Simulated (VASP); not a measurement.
The system is NbC (Niobocarbide).

```xyz
2
Lattice="3.1601 0.0000 0.0000 1.5801 2.7368 0.0000 1.5801 0.9123 2.5802" Properties=species:S:1:pos:R:3 pbc="T T T"
Nb    0.0000    0.0000    0.0000
C     3.1601    1.8245    1.2901
```

Base run:

| Item | Value |
| --- | --- |
| Program | VASP 6.6.1 |
| Functional | PBE |
| Dispersion | D4 |
| Potentials or basis | VASP PAW PBE potentials, release 64 (Nb_sv, C) |
| Cutoff | 600 eV |
| k mesh | 7 × 7 × 7 |
| Occupations | methfessel-paxton, width 0.15 eV |
| Spin | no spin polarisation |

Its results: pressure -2.5 GPa.

Problem. After a change of settings the same cell gave: pressure 1.7 GPa. Which change was it?
A. k mesh from 7 × 7 × 7 to 5 × 5 × 5
B. k mesh from 7 × 7 × 7 to 3 × 3 × 3
C. k mesh from 7 × 7 × 7 to 9 × 9 × 9

Solution. B.

Caveats: some runs use coarse meshes; pairwise dispersion overbinds metals, which lowers pressure and volume.
